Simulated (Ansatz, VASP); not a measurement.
**ZnCd2Se3: VASP beside Ansatz**

```xyz
6
Lattice="4.2647 0.0000 0.0000 -2.1324 3.6933 0.0000 0.0000 0.0000 10.5206" Properties=species:S:1:pos:R:3 pbc="T T T"
Zn    2.1324    1.2311    7.0215
Cd    0.0000    0.0000   10.4231
Cd    0.0000    2.4622    3.5624
Se    0.0000    0.0000    7.7469
Se    2.1324    1.2311    4.5428
Se    0.0000    2.4622    0.8953
```

Alike in both runs: task single point; functional r2SCAN; k mesh 12 × 12 × 4; occupations gaussian, width 0.02 eV; no spin polarisation.

|  | VASP | Ansatz |
| --- | --- | --- |
| version | VASP 6.6.1 | Ansatz 0.2.0 |
| potentials or method | VASP PAW PBE potentials, release 64 (Zn, Cd, Se), cutoff 520 eV | scalar-relativistic, plane waves, PAW |
| valence electrons in the cell | 54 | 100 |

Ansatz gave:

```
gap on the k mesh at the Fermi level (eV) : 1.04
least direct gap on the mesh (eV)         : 1.04
pressure (GPa)                            : -1.6
rms of the force components (eV/Å)        : 0.018
```

**Question.** Estimate VASP's values.

**Answer.** gap on the k mesh at the Fermi level (eV): 1.03; least direct gap on the mesh (eV): 1.03; pressure (GPa): -1.5; rms of the force components (eV/Å): 0.021.

VASP's potentials were made for PBE, not for r2SCAN. Atom by atom the forces differ by 0.006 eV/Å (rms over components). VASP's potentials hold 54 valence electrons a cell and Ansatz's 100, so a difference there can come from the potentials and not from the codes.
